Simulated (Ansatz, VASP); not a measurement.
**Si2N: VASP beside Ansatz**

```
Si N
1.0
     4.90542    0.00000    0.00000
     0.00000    5.00319    0.00000
     0.00000    0.00000    3.29480
Si N
4 2
Direct
  0.28789 0.31917 0.00000
  0.21211 0.81917 0.50000
  0.71211 0.68083 0.00000
  0.78789 0.18083 0.50000
  0.00000 0.00000 0.00000
  0.50000 0.50000 0.50000
```

Change from the starting cell: species swapped into the NiF2 type (Pnnm, No. 58).

Alike in both runs: task relaxation of cell and atoms; functional PBE; k mesh 4 × 4 × 6; occupations gaussian, width 0.1 eV; no spin polarisation.

```csv
,VASP,Ansatz
version,VASP 6.6.1,Ansatz 0.2.0
potentials or method,"VASP PAW PBE potentials, release 64 (Si, N), cutoff 600 eV","scalar-relativistic, plane waves, PAW"
valence electrons in the cell,26,26
```

```csv
,VASP,Ansatz,Ansatz less VASP
"gap on the k mesh at the Fermi level, each at its own relaxed structure (eV)",none,none,-
relaxed volume (Å³/atom),15.73,12.61,-3.112
relaxed cell length with the largest relative difference (Å),3.339,2.631,-0.7087
```

A gap of «none» marks a metal or a gap that the smearing closes. One of these differences is far larger than is usual between the two programs; its cause wasn't traced.

Noted on VASP's run: the volume moved by over 15 % at a fixed basis, so the end points are rough.
